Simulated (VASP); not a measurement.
# WC (P1) in VASP: further runs

Runs on WC. Level: PBEsol. Tasks: single point.

All numbers are computed with VASP 6.6.1; they aren't measurements. Logs are shortened: lines on timing, memory, paths and dates and some standing lists are left out, and cuts for length are marked.

## (1) The cell of the first run

The typed cell holds 16 atoms: a = 5.991 Å, b = 5.188 Å, c = 5.851 Å, α = 90.00°, β = 90.00°, γ = 90.00°.

## (2) Single point, PBEsol

INCAR reads:

```
PREC = Accurate ; ENCUT = 520
EDIFF = 1E-6 ; ISMEAR = -1
SIGMA = 0.24 ; LREAL = Auto
LASPH = T ; NELM = 100
ALGO = Normal ; ISIF = 2
LWAVE = F ; LCHARG = F
GGA = PS ; NBANDS = 86
```

KPOINTS reads:

```
Automatic mesh
0
Gamma
  2 2 2
```

POSCAR reads:

```
WC
1.0
   -2.9953670000     -5.1881280000      0.0000000000
    4.4930510000     -2.5940640000      0.0000000000
    0.0000000000      0.0000000000      5.8509640000
W C
8 8
Direct
    0.7728069576      0.4536428494      0.0063237443
    0.7560848078      0.5119130592      0.5092665072
    0.4801427154     -0.0048733823     -0.0086652388
    0.4925369908      0.0159421846      0.4977299467
    0.2378770473      0.4812384853      0.0420272625
    0.2304540993      0.4974336156      0.5030965837
   -0.0092018240     -0.0282798571     -0.0054520930
   -0.0235111333      0.0083185183      0.4911498345
    0.4836322833      0.6945294370      0.2542657928
    0.4697171526      0.7094455991      0.6882455609
    0.2388238104      0.1616195677      0.2735104848
    0.1797883884      0.1928382753      0.7419119311
   -0.0003814579      0.6331682844      0.2711860815
   -0.0037057823      0.6769786993      0.7291618954
    0.7547865682      0.1602391735      0.2150414872
    0.7248521296      0.1735787439      0.7754619581
```

Potentials or basis: VASP PAW PBE potentials, release 64 (W_sv, C).

On the command line:

```console
cat potpaw_PBE.64/W_sv/POTCAR potpaw_PBE.64/C/POTCAR > POTCAR
mpirun -np 1 vasp_std > vasp.out
```

OUTCAR:

```text
PREC = Accurate
   ENCUT = 520
   EDIFF = 1E-6
   ISMEAR = -1
   LREAL = Auto
   LASPH = T
   NELM = 100
   ISIF = 2
   GGA = PS

 ion  position               nearest neighbor table
   1  0.773  0.454  0.006-  15 1.95  16 2.00  13 2.26  14 2.40   9 2.58   5 2.80   7 2.82   2 2.93
                             3 2.96   2 2.96   7 2.99   5 3.21   3 3.31
   2  0.756  0.512  0.509-  14 2.11  13 2.11  10 2.26  16 2.35   9 2.41  15 2.51   6 2.84   8 2.90
                             1 2.93   8 2.93   1 2.96   4 3.02   4 3.06   6 3.15
   3  0.480  0.995  0.991-  16 2.15   9 2.19  15 2.27  10 2.31  11 2.36  12 2.53   4 2.89   5 2.92
                             7 2.93   1 2.96   4 2.97   5 3.05   7 3.06   1 3.31
   4  0.493  0.016  0.498-  10 1.95  11 2.15   9 2.19  16 2.29  15 2.40  12 2.53   3 2.89   8 2.90
                             6 2.95   3 2.97   2 3.02   2 3.06   8 3.09   6 3.11
   5  0.238  0.481  0.042-  13 2.11  11 2.14   9 2.22  12 2.33  14 2.54   6 2.70  10 2.76   1 2.80
                             3 2.92   7 2.96   7 3.04   3 3.05   6 3.15   1 3.21
   6  0.230  0.497  0.503-  13 2.06  10 2.11  12 2.13  14 2.14  11 2.20   9 2.34   5 2.70   2 2.84
                             4 2.95   8 2.96   8 3.06   4 3.11   2 3.15   5 3.15
   7  0.991  0.972  0.995-  15 2.15  14 2.18  12 2.19  16 2.30  13 2.39  11 2.42   1 2.82   8 2.91
                             3 2.93   8 2.95   5 2.96   1 2.99   5 3.04   3 3.06
   8  0.976  0.008  0.491-  12 2.13  11 2.17  14 2.22  15 2.23  13 2.34  16 2.40   2 2.90   4 2.90
                             7 2.91   2 2.93   7 2.95   6 2.96   6 3.06   4 3.09
   9  0.484  0.695  0.254-   3 2.19   4 2.19   5 2.22   6 2.34   2 2.41   1 2.58
  10  0.470  0.709  0.688-   4 1.95   6 2.11   2 2.26   3 2.31   5 2.76
  11  0.239  0.162  0.274-   5 2.14   4 2.15   8 2.17   6 2.20   3 2.36   7 2.42
  12  0.180  0.193  0.742-   6 2.13   8 2.13   7 2.19   5 2.33   4 2.53   3 2.53
  13  1.000  0.633  0.271-   6 2.06   5 2.11   2 2.11   1 2.26   8 2.34   7 2.39
  14  0.996  0.677  0.729-   2 2.11   6 2.14   7 2.18   8 2.22   1 2.40   5 2.54
  15  0.755  0.160  0.215-   1 1.95   7 2.15   8 2.23   3 2.27   4 2.40   2 2.51
  16  0.725  0.174  0.775-   1 2.00   3 2.15   4 2.29   7 2.30   2 2.35   8 2.40

  LATTYP: Found a simple orthorhombic cell.
 ALAT       =     5.1881283065
 B/A-ratio  =     1.1277600812
 C/A-ratio  =     1.1547004608

  Lattice vectors:

 A1 = (   4.4930510000,  -2.5940640000,   0.0000000000)
 A2 = (   0.0000000000,   0.0000000000,   5.8509640000)
 A3 = (  -2.9953670000,  -5.1881280000,   0.0000000000)

Analysis of symmetry for initial positions (statically):
=====================================================================
 Subroutine PRICEL returns:
 Original cell was already a primitive cell.

 Routine SETGRP: Setting up the symmetry group for a
 simple orthorhombic supercell.

 Subroutine GETGRP returns: Found  1 space group operations
 (whereof  1 operations were pure point group operations)
 out of a pool of  8 trial point group operations.

The static configuration has the point symmetry C_1 .

Analysis of symmetry for dynamics (positions and initial velocities):
=====================================================================
 Subroutine PRICEL returns:
 Original cell was already a primitive cell.

 Routine SETGRP: Setting up the symmetry group for a
 simple orthorhombic supercell.

 Subroutine GETGRP returns: Found  1 space group operations
 (whereof  1 operations were pure point group operations)
 out of a pool of  8 trial point group operations.

The dynamic configuration has the point symmetry C_1 .

 Subroutine INISYM returns: Found  1 space group operations
 (whereof  1 operations are pure point group operations),
 and found     1 'primitive' translations

----------------------------------------------------------------------------------------

                                     Primitive cell

  volume of cell :     181.8520

  direct lattice vectors                    reciprocal lattice vectors
    -2.995367000 -5.188128000  0.000000000    -0.083462220 -0.144560817  0.000000000
     4.493051000 -2.594064000  0.000000000     0.166924440 -0.096373867  0.000000000
     0.000000000  0.000000000  5.850964000     0.000000000  0.000000000  0.170912007

  length of vectors
     5.990734146  5.188128306  5.850964000     0.166924450  0.192747739  0.170912007

  position of ions in fractional coordinates (direct lattice)
     0.772806958  0.453642849  0.006323744
     0.756084808  0.511913059  0.509266507
     0.480142715  0.995126618  0.991334761
     0.492536991  0.015942185  0.497729947
     0.237877047  0.481238485  0.042027262
     0.230454099  0.497433616  0.503096584
[... 8 lines left out ...]
     0.754786568  0.160239174  0.215041487
     0.724852130  0.173578744  0.775461958

  ion indices of the primitive-cell ions
   primitive index   ion index
                 1           1
                 2           2
                 3           3
                 4           4
                 5           5
                 6           6
[... 8 lines left out ...]
                15          15
                16          16

----------------------------------------------------------------------------------------

 KPOINTS: Automatic mesh

Automatic generation of k-mesh.
 Grid dimensions read from file:
 generate k-points for:    2    2    2

 Generating k-lattice:

  Cartesian coordinates                     Fractional coordinates (reciprocal lattice)
    -0.041731110 -0.072280408  0.000000000     0.500000000  0.000000000  0.000000000
     0.083462220 -0.048186934  0.000000000     0.000000000  0.500000000  0.000000000
     0.000000000  0.000000000  0.085456003     0.000000000  0.000000000  0.500000000

  Length of vectors
     0.083462225  0.096373869  0.085456003

  Shift w.r.t. Gamma in fractional coordinates (k-lattice)
     0.000000000  0.000000000  0.000000000

 Subroutine IBZKPT returns following result:
 ===========================================

 Found      8 irreducible k-points:

 Following reciprocal coordinates:
            Coordinates               Weight
  0.000000  0.000000  0.000000      1.000000
  0.500000  0.000000  0.000000      1.000000
  0.000000  0.500000  0.000000      1.000000
  0.500000  0.500000  0.000000      1.000000
  0.000000  0.000000  0.500000      1.000000
  0.500000  0.000000  0.500000      1.000000
  0.000000  0.500000  0.500000      1.000000
  0.500000  0.500000  0.500000      1.000000
   k-points           NKPTS =      8   k-points in BZ     NKDIM =      8   number of bands    NBANDS=     86
   number of dos      NEDOS =    301   number of ions     NIONS =     16
   total plane-waves  NPLWV =  92160
   dimension x,y,z NGX =    48 NGY =   40 NGZ =   48
   dimension x,y,z NGXF=    96 NGYF=   80 NGZF=   96
   ions per type =               8   8
   NGX,Y,Z   is equivalent  to a cutoff of  13.32, 12.82, 13.64 a.u.
   NGXF,Y,Z  is equivalent  to a cutoff of  26.64, 25.63, 27.28 a.u.
 SYSTEM =  unknown system
   PREC   = accura    normal or accurate (medium, high low for compatibility)
   ISTART =      0    job   : 0-new  1-cont  2-samecut
   ICHARG =      2    charge: 1-file 2-atom 10-const
   ISPIN  =      1    spin polarized calculation?
   LNONCOLLINEAR =      F non collinear calculations
   LSORBIT =      F    spin-orbit coupling
   LASPH  =      T    aspherical Exc in radial PAW
   ENCUT  =  520.0 eV  38.22 Ry    6.18 a.u.  11.14  9.65 10.88*2*pi/ulx,y,z
   NELM   =    100;   NELMIN=  2; NELMDL= -5     # of ELM steps
   EDIFF  = 0.1E-05   stopping-criterion for ELM
   LREAL  =      T    real-space projection
   EDIFFG = 0.1E-04   stopping-criterion for IOM
   NSW    =      0    number of steps for IOM
   IBRION =     -1    ionic relax: 0-MD 1-quasi-New 2-CG
   NFREE  =      0    steps in history (QN), initial steepest desc. (CG)
   ISIF   =      2    stress and relaxation
   ISYM   =      2    0-nonsym 1-usesym 2-fastsym
   POTIM  = 0.5000    time-step for ionic-motion
   TEBEG  =    0.0;   TEEND  =   0.0 temperature during run
   PSTRESS=    0.0 pullay stress
   NELECT =     144.0000    total number of electrons
   NUPDOWN=      -1.0000    fix difference up-down
   EMIN   =  10.00;   EMAX   =-10.00  energy-range for DOS
   EFERMI =   0.00;   METHOD = LEGACY
   ISMEAR =    -1;   SIGMA  =   0.24  broadening in eV -4-tet -1-fermi 0-gaus
   EFERMI_NEDOS =   21; number of points for ismear=-14 and -15
   IALGO  =     38    algorithm
   IMIX   =      4    mixing-type and parameters
     AMIX     =   0.40;   BMIX     =  1.00
     AMIX_MAG =   1.60;   BMIX_MAG =  1.00
  volume/ion in A,a.u.               =      11.37        76.70
  Fermi-wavevector in a.u.,A,eV,Ry     =   1.514571  2.862124 31.210744  2.293925
  Thomas-Fermi vector in A             =   2.624211
   LORBIT       =      0    0 simple, 1 ext, 2 COOP (PROOUT), +10 PAW based schemes
   GGA     = PS    functional components
   LHFCALC =     F    Hartree Fock is set to
   AEXX    =    0.0000 exact exchange contribution
   IVDW    =     0    specifies the selected vdW correction
   LEPSILON=     F    determine dielectric tensor
   LRPA    =     F    only Hartree local field effects (RPA)
 non-spin polarized calculation
  energy-cutoff  :      520.00
  volume of cell :      181.85
 maximum number of plane-waves:      4936
 NGX is ok and might be reduce to    48
   NGX = 23   NGY = 19   NGZ = 21

 number of electron     143.9999998 magnetization

 Free energy of the ion-electron system (eV)
  ---------------------------------------------------
  ext. energy  EPLUGINS =         0.00000000
  ---------------------------------------------------
  free energy    TOTEN  =      -184.27355533 eV

  energy without entropy =     -183.31225019  energy(sigma->0) =     -183.79290276

 E-fermi :  10.0654     XC(G=0): -13.3805

 val. band max:       10.0494326393   @ k =   0.0000   0.0000   0.0000
 cond. band min:      10.0988893697   @ k =   0.5000   0.0000   0.5000
 fundamental gap:      0.0494567304
 Fermi energy:        10.0654030666

 k-point     1 :       0.0000    0.0000    0.0000
  band No.  band energies     occupation
      1     -64.4779      2.00000
      2     -64.3068      2.00000
      3     -64.2841      2.00000
      4     -64.2678      2.00000
      5     -64.2221      2.00000
      6     -64.1922      2.00000
[... 685 lines left out ...]
     83      13.0934      0.00001
     84      13.2450      0.00000
 [bands above 84 left out]

------------------------ aborting loop because EDIFF is reached ----------------------------------------

  FORCE on cell =-STRESS in cart. coord.  units (eV):
  Direction    XX          YY          ZZ          XY          YZ          ZX
  --------------------------------------------------------------------------------------
  -------------------------------------------------------------------------------------
  Total      -17.0694852    -19.9737985    -18.7078726     -2.5546961      2.2139536     -4.2399570
  in kB     -150.3878760   -175.9758473   -164.8226167    -22.5077274     19.5056719    -37.3554394
  external PRESSURE =    -163.7287800 kB  Pullay stress =       0.0000000 kB

 VOLUME and BASIS-vectors are now :
 -----------------------------------------------------------------------------
  energy-cutoff  :      520.00
  volume of cell :      181.85
      direct lattice vectors                 reciprocal lattice vectors
    -2.995367000 -5.188128000  0.000000000    -0.083462220 -0.144560817  0.000000000
     4.493051000 -2.594064000  0.000000000     0.166924440 -0.096373867  0.000000000
     0.000000000  0.000000000  5.850964000     0.000000000  0.000000000  0.170912007

 POSITION                                       TOTAL-FORCE (eV/Angst)
 -----------------------------------------------------------------------------------
     -0.27660     -5.18620      0.03700         5.872371     -0.974133     -0.289879
      0.03530     -5.25060      2.97970         0.802285      2.696844     -0.916178
      3.03295     -5.07246      5.80026        -0.071439     -0.011891      0.926612
     -1.40370     -2.59670      2.91220         0.414990     -0.273087     -1.064620
      1.44970     -2.48250      0.24590         0.656285     -0.919560     -4.399205
      1.54470     -2.48600      2.94360        -0.128895     -2.060035      1.454829
[... 8 lines left out ...]
     -1.54090     -4.33160      1.25820        -1.389845      1.681741      2.964659
     -1.39130     -4.21090      4.53720        -1.286552      0.196525     -2.739219
 -----------------------------------------------------------------------------------
    total drift:                                0.005025      0.001906     -0.002234

  FREE ENERGIE OF THE ION-ELECTRON SYSTEM (eV)
  ---------------------------------------------------
  free  energy   TOTEN  =      -184.2735553308 eV

  energy  without entropy=     -183.3122501856  energy(sigma->0) =     -183.79290276
```

Wall time 1.9 min (1 thread of Intel Xeon 6975P-C (Granite Rapids), shared host); peak memory 0.32 GiB.

What came out:

* Free energy: -184.2736 eV
* Pressure: -16.4 GPa
* Largest force: 5.960 eV/Å
* Band gap on the k mesh: zero (band 72 reaches 10.30 eV, above the bottom of band 73 at 9.96 eV)

Forces in eV/Å, atoms in the order of the input:
```
W    5.872 -0.974 -0.290
W    0.802  2.697 -0.916
W   -0.071 -0.012  0.927
W    0.415 -0.273 -1.065
W    0.656 -0.920 -4.399
W   -0.129 -2.060  1.455
W    0.953 -0.603  0.330
W   -0.913  0.195  1.120
C   -1.794  0.217 -0.640
C   -2.243  0.520  3.847
C   -0.461  0.220 -1.567
C   -2.349 -1.854  1.123
C    1.925 -0.015 -1.591
C    0.013  0.984  1.440
C   -1.390  1.682  2.965
C   -1.287  0.197 -2.739
```

Stress tensor (GPa, compression positive):
```
-15.04  -2.25  -3.74
 -2.25 -17.60   1.95
 -3.74   1.95 -16.48
```

Levels at points of the mesh, in eV from the Fermi level:
| k point | band 69 | band 70 | band 71 | band 72 | band 73 | band 74 | band 75 | band 76 |
| --- | --- | --- | --- | --- | --- | --- | --- | --- |
| (0.00, 0.00, 0.00) | -0.81 | -0.38 | -0.32 | -0.14 | -0.02 | 0.28 | 0.84 | 1.54 |
| (0.50, 0.00, 0.00) | -1.06 | -0.72 | -0.40 | 0.08 | 0.49 | 0.51 | 0.77 | 0.92 |
| (0.00, 0.50, 0.00) | -1.05 | -0.63 | -0.19 | 0.23 | 0.85 | 1.18 | 1.31 | 1.46 |
| (0.50, 0.50, 0.00) | -1.63 | -1.55 | -1.16 | -0.74 | 0.82 | 1.20 | 1.26 | 1.41 |
| (0.00, 0.00, 0.50) | -1.08 | -0.94 | -0.39 | -0.12 | 0.11 | 0.41 | 0.84 | 1.05 |
| (0.50, 0.00, 0.50) | -1.09 | -0.99 | -0.78 | -0.70 | -0.11 | 0.03 | 0.35 | 0.68 |
| (0.00, 0.50, 0.50) | -1.23 | -1.03 | -0.88 | -0.54 | 0.45 | 0.53 | 0.90 | 1.06 |
| (0.50, 0.50, 0.50) | -1.53 | -1.38 | -1.25 | -0.78 | 0.37 | 0.52 | 0.87 | 1.10 |

Caveat: the k points lie up to 0.61 Å⁻¹ apart; the PAW data sets were made with another functional, which shifts forces and pressure a little; spin-orbit coupling is left out, which moves the levels of the heavy elements.

[end of part 1 of 2]
